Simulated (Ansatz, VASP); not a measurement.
## Two plane-wave programs on Sn2PbO2

```
Sn Pb O
1.0
     4.22849    0.00000    0.00000
    -2.11424    3.66198    0.00000
     0.00000    0.00000    7.52218
Sn Pb O
2 1 2
Direct
  0.00000 0.00000 0.58607
  0.66667 0.33333 0.41746
  0.00000 0.00000 0.01853
  0.00000 0.00000 0.26458
  0.66667 0.33333 0.65097
```

Alike in both runs: task single point; functional PBE; k mesh 6 × 6 × 2; occupations gaussian, width 0.1 eV; no spin polarisation.

|  | VASP | Ansatz |
| --- | --- | --- |
| version | VASP 6.6.1 | Ansatz 0.2.0 |
| potentials or method | VASP PAW PBE potentials, release 64 (Sn_d, Pb_d, O), cutoff 520 eV | scalar-relativistic, plane waves, PAW |
| valence electrons in the cell | 54 | 54 |

Ansatz gave:

| Item | Value |
| --- | --- |
| gap on the k mesh at the Fermi level (eV) | none |
| pressure (GPa) | 23.5 |
| traceless stress, the component that is largest in VASP (GPa) | 26.25 |
| rms of the force components (eV/Å) | 4.621 |

Problem. Which values does VASP return?

Solution. gap on the k mesh at the Fermi level (eV): none; pressure (GPa): 23.2; traceless stress, the component that is largest in VASP (GPa): 25.93; rms of the force components (eV/Å): 4.569.

Atom by atom the forces differ by 0.059 eV/Å (rms over components). A gap of «none» marks a metal or a gap that the smearing closes.

The k mesh is coarse, so the values compare programs but aren't converged. Spin-orbit coupling is off throughout.
